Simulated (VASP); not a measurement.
## KMgF3: vibrations by perturbation theory with PBE

The system is KMgF3.

```
CELL_PARAMETERS angstrom
3.70328 0.00000 0.00000
0.00000 3.70328 0.00000
0.00000 0.00000 3.70328
ATOMIC_POSITIONS crystal
K 0.50000 0.50000 0.50000
Mg 0.00000 0.00000 0.00000
F 0.50000 0.00000 0.00000
F 0.00000 0.50000 0.00000
F 0.00000 0.00000 0.50000
```

```json
{"Program": "VASP 6.6.1", "Task": "vibrations by perturbation theory", "Functional": "PBE", "Potentials or basis": "VASP PAW PBE potentials, release 64 (K_sv, Mg, F)", "Cutoff": "520 eV", "k mesh": "6 × 6 × 6", "Occupations": "gaussian, width 0.01 eV", "Spin": "no spin polarisation", "Dipole correction": "no", "Further INCAR settings": "ALGO = Normal; EDIFF = 1e-08; IBRION = 8; NSW = 1"}
```

```
Highest phonon frequency at Γ, LO-TO splitting left out : 752 cm⁻¹
```

Phonon frequencies in cm⁻¹ (negative: imaginary):
```
              q point                                            frequencies
(0.000, 0.000, 0.000)  0 0 0 236 236 236 241 241 241 311 311 311 752 752 752
```

Wall time 9.2 min on 1 thread of Intel Xeon 8259CL, on a shared host, peak memory 0.31 GiB.

Caveat: the cell stands under pressure or tension, which shifts response properties.
